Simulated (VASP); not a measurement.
Crystal: HfN.

```
Hf N
1.0
     3.13391    0.00000    0.00000
    -1.56695    2.71404    0.00000
     0.00000    0.00000    5.41677
Hf N
2 2
Direct
  0.66667 0.33333 0.75000
  0.33333 0.66667 0.25000
  0.00000 0.00000 0.00000
  0.00000 0.00000 0.50000
```

Base run:

| Quantity | Value |
| --- | --- |
| Program | VASP 6.6.1 |
| Functional | BLYP |
| Potentials or basis | VASP PAW PBE potentials, release 64 (Hf_pv, N) |
| Cutoff | 520 eV |
| k mesh | 8 × 8 × 4 |
| Occupations | methfessel-paxton, width 0.05 eV |
| Spin | no spin polarisation |

Its results: band gap on the k mesh zero (band 15 reaches 10.26 eV, above the bottom of band 16 at 8.03 eV); pressure 13.6 GPa.

Question: The run is repeated on the same cell with these changes: functional from BLYP to r2SCAN. What comes out?

Answer: Band gap on the k mesh zero (band 15 reaches 9.94 eV, above the bottom of band 16 at 7.49 eV); pressure 0.1 GPa.

Caveats: the PAW data sets were made with another functional, which shifts forces and pressure a little; spin-orbit coupling is left out, which moves the levels of the heavy elements.
